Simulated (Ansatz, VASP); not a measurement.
**One calculation of Li2S, two programs**

Contents of INCAR:

```
PREC = Accurate
ENCUT = 750
EDIFF = 1E-6
ISMEAR = 0
SIGMA = 0.01
LREAL = F
LASPH = T
NELM = 120
ALGO = Normal
ISIF = 2
LWAVE = F
LCHARG = F
GGA = PE
NBANDS = 13
GGA_COMPAT = F
```

KPOINTS

```
regular mesh
0
Gamma
  3 3 3
```

The input POSCAR:

```
Li2S
1.0
    0.0000000000      2.8452943747      2.8452943747
    2.8452943747      0.0000000000      2.8452943747
    2.8452943747      2.8452943747      0.0000000000
Li S
2 1
Direct
    0.2500000000      0.2500000000      0.2500000000
    0.7500000000      0.7500000000      0.7500000000
    0.0000000000      0.0000000000      0.0000000000
```

Input for Ansatz:

```yaml
crystal:
  lattice:
    - [0.0, 2.8452943747, 2.8452943747]
    - [2.8452943747, 0.0, 2.8452943747]
    - [2.8452943747, 2.8452943747, 0.0]
  atoms:
    - { symbol: Li, position: [0.25, 0.25, 0.25] }
    - { symbol: Li, position: [0.75, 0.75, 0.75] }
    - { symbol: S, position: [0.0, 0.0, 0.0] }
kpoints:
  mp_grid: { grid: [3, 3, 3] }
hamiltonian:
  xc: pbe
scf:
  occupations: { method: fixed }
  n_extra_bands: 4
output:
  forces: true
  stress: true
  eigenvalues: true
```

Alike in both runs: task single point; functional PBE; k mesh 3 × 3 × 3; no spin polarisation.

```csv
,VASP,Ansatz
version,VASP 6.6.1,Ansatz 0.2.0
potentials or method,"VASP PAW PBE potentials, release 64 (Li_sv, S)",plane waves
plane-wave cutoff (eV),750,420
occupations,"gaussian, width 0.01 eV",fixed
valence electrons in the cell,12,12
```

```tsv
	VASP	Ansatz	Ansatz less VASP
gap on the k mesh at the Fermi level (eV)	4.12	4.12	0.000
pressure (GPa)	0.5	0.6	+0.13
```

The k mesh is coarse, so the values compare programs but aren't converged.
